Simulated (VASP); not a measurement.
CdS (l.eA), 4 atoms in the cell. Symmetry: F-43m, No. 216, cubic system. Conventional cell: a = 5.756 Å, b = 5.756 Å, c = 5.756 Å, α = 90.00°, β = 90.00°, γ = 90.00°. Within 3.3 Å of Cd (site symmetry -43m) lie 4 S at 2.49 Å. Within 3.3 Å of S (site symmetry -43m) lie 4 Cd at 2.49 Å. 

| Item | Value |
| --- | --- |
| Program | VASP 6.6.1 |
| Task | single point |
| Functional | LDA |
| Potentials or basis | VASP PAW LDA potentials, release 64 (Cd, S) |
| Cutoff | 500 eV |
| k mesh | 8 × 6 × 8 |
| Occupations | gaussian, width 0.02 eV |
| Spin | no spin polarisation |
| Dipole correction | no |
| Further INCAR settings | ALGO = Normal; EDIFF = 1e-06; NBANDS = 26 |

Potentials or basis: VASP PAW LDA potentials, release 64 (Cd, S).

The run is started by

```sh
$ cat potpaw_LDA.64/Cd/POTCAR potpaw_LDA.64/S/POTCAR > POTCAR
$ mpirun -np 1 vasp_std > vasp.out
```

Hardware: 1 thread of Intel(R) Xeon(R) Platinum 8259CL CPU @ 2.50GHz (Skylake/Cascade Lake), with other jobs on the host.

Question: How long does it take, and how much memory?

Answer: It took 2.3 min on 1 thread of Intel(R) Xeon(R) Platinum 8259CL CPU @ 2.50GHz (Skylake/Cascade Lake) (shared host), peak memory 0.24 GiB. Counts: scf iterations 19, k points 60.
